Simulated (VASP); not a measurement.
# Ga4As3P: single point with PBE

The system is Ga4As3P.

```
CELL_PARAMETERS angstrom
5.68437 0.00000 0.00000
0.00000 5.68437 0.00000
0.00000 0.00000 5.68437
ATOMIC_POSITIONS crystal
Ga 0.75467 0.75467 0.24533
Ga 0.75467 0.24533 0.75467
Ga 0.24533 0.75467 0.75467
Ga 0.24533 0.24533 0.24533
P 0.00000 0.00000 0.00000
As 0.00000 0.50000 0.50000
As 0.50000 0.50000 0.00000
As 0.50000 0.00000 0.50000
```

The cell was generated, and may not be a known phase.

* Program: VASP 6.6.1
* Task: single point
* Functional: PBE
* Potentials or basis: VASP PAW PBE potentials, release 64 (Ga_d, P, As)
* Cutoff: 520 eV
* k mesh: 6 × 6 × 6
* Occupations: gaussian, width 0.02 eV
* Spin: no spin polarisation

- Pressure: 0.1 GPa
- Largest force: 0.007 eV/Å
- Band gap on the k mesh: 0.48 eV

Forces in eV/Å, atoms in the order of the input:
```
Ga   0.004  0.004 -0.004
Ga   0.004 -0.004  0.004
Ga  -0.004  0.004  0.004
Ga  -0.004 -0.004 -0.004
P    0.000  0.000  0.000
As   0.000  0.000  0.000
As   0.000  0.000  0.000
As   0.000  0.000  0.000
```

Levels at points of the mesh, in eV from the valence-band top:
| k point | band 33 | band 34 | band 35 | band 36 | band 37 | band 38 | band 39 | band 40 |
| --- | --- | --- | --- | --- | --- | --- | --- | --- |
| (0.00, 0.00, 0.00) | -2.48 | 0.00 | 0.00 | 0.00 | 0.48 | 1.45 | 1.45 | 1.69 |
| (0.50, 0.00, 0.00) | -1.73 | -1.73 | -1.47 | -1.47 | 1.93 | 2.14 | 3.21 | 3.24 |
| (0.50, 0.50, 0.00) | -1.30 | -1.30 | -1.09 | -0.94 | 2.52 | 2.69 | 2.84 | 2.84 |
| (0.50, 0.50, 0.50) | -0.99 | -0.99 | -0.88 | -0.88 | 1.01 | 1.01 | 1.01 | 1.05 |

It took 6 min on 1 thread of Intel Xeon 8259CL, on a shared host, peak memory 0.31 GiB.

Caveat: semilocal functionals underestimate gaps, and a narrow one can read as zero.
